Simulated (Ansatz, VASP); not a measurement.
Ir4Pt in VASP and in Ansatz

```
Ir Pt
1.0
     2.75648    0.00000    0.00000
    -1.37824    2.38718    0.00000
     0.00000    0.00000   11.20404
Ir Pt
4 1
Direct
  0.33333 0.66667 0.79576
  0.33333 0.66667 0.39980
  0.66667 0.33333 0.20424
  0.66667 0.33333 0.60020
  0.00000 0.00000 0.00000
```

Alike in both runs: task relaxation of cell and atoms; functional PBE; k mesh 12 × 12 × 4; occupations gaussian, width 0.1 eV; no spin polarisation.

```csv
,VASP,Ansatz
version,VASP 6.6.1,Ansatz 0.2.0
potentials or method,"VASP PAW PBE potentials, release 64 (Ir, Pt), cutoff 600 eV","scalar-relativistic, plane waves, PAW"
valence electrons in the cell,46,86
```

```csv
,VASP,Ansatz,Ansatz less VASP
"gap on the k mesh at the Fermi level, each at its own relaxed structure (eV)",none,none,-
relaxed volume (Å³/atom),14.76,14.75,-0.015
relaxed cell length with the largest relative difference (Å),11.209,11.204,-0.0047
```

A gap of «none» marks a metal or a gap that the smearing closes. VASP's potentials hold 46 valence electrons a cell and Ansatz's 86, so a difference there can come from the potentials and not from the codes.

Spin-orbit coupling is off throughout. Noted on VASP's run: too few bands were computed for a metal, which touches its energy and stress.
